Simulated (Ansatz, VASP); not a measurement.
## TlSe2Br in VASP and in Ansatz

```
CELL_PARAMETERS angstrom
4.13075 0.00000 0.00000
-2.06537 3.57733 0.00000
-2.06537 1.19244 7.67964
ATOMIC_POSITIONS crystal
Se 0.23314 0.76686 0.69942
Se 0.76686 0.23314 0.30058
Tl 0.50000 0.50000 0.50000
Br 0.00000 0.00000 0.00000
```

Alike in both runs: task single point; functional r2SCAN; k mesh 5 × 5 × 5; occupations gaussian, width 0.0236 eV; no spin polarisation.

```csv
,VASP,Ansatz
version,VASP 6.6.1,Ansatz 0.2.0
potentials or method,"VASP PAW PBE potentials, release 64 (Se, Tl_d, Br), cutoff 520 eV",PAW plane waves
valence electrons in the cell,32,52
```

```csv
,VASP,Ansatz,Ansatz less VASP
gap on the k mesh at the Fermi level (eV),none,none,-
pressure (GPa),-1.8,-1.8,0.00
"traceless stress, the component that is largest in VASP (GPa)",-1.25,-1.23,+0.014
rms of the force components (eV/Å),0.139,0.136,-0.0032
```

VASP's potentials were made for PBE, not for r2SCAN. Atom by atom the forces differ by 0.003 eV/Å (rms over components). A gap of «none» marks a metal or a gap that the smearing closes. VASP's potentials hold 32 valence electrons a cell and Ansatz's 52, so a difference there can come from the potentials and not from the codes.

Spin-orbit coupling is off throughout.
